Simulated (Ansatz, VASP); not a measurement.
BaTiO3 in VASP and in Ansatz

File POSCAR:

```
BaTiO3
1.0
    3.9125609143      0.0000000000      0.0000000000
    0.0000000000      3.9125609143      0.0000000000
    0.0000000000      0.0000000000      3.9125609143
Ba Ti O
1 1 3
Direct
    0.5000000000      0.5000000000      0.5000000000
    0.0000000000      0.0000000000      0.0000000000
    0.5000000000      0.0000000000      0.0000000000
    0.0000000000      0.5000000000      0.0000000000
    0.0000000000      0.0000000000      0.5000000000
```

Contents of INCAR.step1:

```
SYSTEM = BaTiO3
PREC     = Accurate       ! precision mode
ENCUT    = 520            ! plane-wave cutoff, eV
ISMEAR   = 0              ! smearing method
SIGMA    = 0.01           ! smearing width, eV
LREAL    = .FALSE.        ! projectors in reciprocal space
LASPH    = .TRUE.         ! aspherical terms in the spheres
NELM     = 60             ! most SCF steps
NBANDS   = 28             ! bands
GGA      = PE             ! functional
ALGO     = Normal         ! electronic algorithm
EDIFF    = 1E-4           ! SCF threshold, eV
LWAVE    = .TRUE.         ! write WAVECAR
LCHARG   = .FALSE.        ! write CHGCAR
```

INCAR.step2

```
SYSTEM = BaTiO3
PREC     = Accurate       ! precision mode
ENCUT    = 520            ! plane-wave cutoff, eV
EDIFF    = 1E-6           ! SCF threshold, eV
ISMEAR   = 0              ! smearing method
SIGMA    = 0.01           ! smearing width, eV
LREAL    = .FALSE.        ! projectors in reciprocal space
LASPH    = .TRUE.         ! aspherical terms in the spheres
NELM     = 60             ! most SCF steps
ALGO     = Normal         ! electronic algorithm
ISIF     = 2              ! what is computed and relaxed
LWAVE    = .FALSE.        ! write WAVECAR
LCHARG   = .FALSE.        ! write CHGCAR
METAGGA  = R2SCAN         ! meta-GGA
LMIXTAU  = .TRUE.       
NBANDS   = 28             ! bands
ISTART   = 1
```

The input KPOINTS:

```
Automatic mesh
0
G
  6 6 6
  0 0 0
```

Input for Ansatz:

```yaml
crystal:
  lattice:
    - [3.9125609143, 0.0, 0.0]
    - [0.0, 3.9125609143, 0.0]
    - [0.0, 0.0, 3.9125609143]
  atoms:
    - { symbol: Ba, position: [0.5, 0.5, 0.5] }
    - { symbol: Ti, position: [0.0, 0.0, 0.0] }
    - { symbol: O, position: [0.5, 0.0, 0.0] }
    - { symbol: O, position: [0.0, 0.5, 0.0] }
    - { symbol: O, position: [0.0, 0.0, 0.5] }
kpoints:
  mp_grid: { grid: [6, 6, 6] }
hamiltonian:
  xc: r2scan
scf:
  occupations: { method: fixed }
  n_extra_bands: 5
output:
  forces: true
  stress: true
  eigenvalues: true
```

Alike in both runs: task single point; functional r2SCAN; k mesh 6 × 6 × 6; no spin polarisation.

|  | VASP | Ansatz |
| --- | --- | --- |
| version | VASP 6.6.1 | Ansatz 0.2.0 |
| potentials or method | VASP PAW PBE potentials, release 64 (Ba_sv, Ti_sv, O) | plane waves, PAW |
| plane-wave cutoff (eV) | 520 | 500 |
| occupations | gaussian, width 0.01 eV | fixed |
| valence electrons in the cell | 40 | 40 |

|  | VASP | Ansatz | Ansatz less VASP |
| --- | --- | --- | --- |
| gap on the k mesh at the Fermi level (eV) | 2.29 | 2.33 | +0.034 |
| pressure (GPa) | 15.3 | 12.8 | -2.51 |

VASP's potentials were made for PBE, not for r2SCAN.

Neither program's run includes spin-orbit coupling.
